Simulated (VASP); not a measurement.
ZnO, 2 atoms in the cell. Symmetry: Fm-3m, No. 225, cubic system. Conventional cell: a = 4.149 Å, b = 4.149 Å, c = 4.149 Å, α = 90.00°, β = 90.00°, γ = 90.00°. Within 2.7 Å of Zn (site symmetry m-3m) lie 6 O at 2.07 Å. O (site symmetry m-3m) has 6 Zn at 2.07 Å within 2.7 Å.  This cell differs from its parent crystal: volume scaled by 0.88.

* Program: VASP 6.6.1
* Task: single point
* Functional: PBE
* Potentials or basis: VASP PAW PBE potentials, release 64 (Zn, O)
* Cutoff: 520 eV
* k mesh: 12 × 12 × 12
* Occupations: gaussian, width 0.02 eV
* Spin: no spin polarisation
* Dipole correction: no
* Further INCAR settings: ALGO = Normal; EDIFF = 1e-06; NBANDS = 16

Potentials or basis: VASP PAW PBE potentials, release 64 (Zn, O).

Command:

```console
$ cat potpaw_PBE.64/Zn/POTCAR potpaw_PBE.64/O/POTCAR > POTCAR
$ mpirun -np 1 vasp_std > vasp.out
```

Hardware: 1 thread of Intel(R) Xeon(R) 6975P-C (Granite Rapids), with other jobs on the host.

Q: Estimate the wall time of this run.

A: It took 6.7 s on 1 thread of Intel(R) Xeon(R) 6975P-C (Granite Rapids), with other jobs on the host, peak memory 0.15 GiB. Counts: scf iterations 12, k points 72.
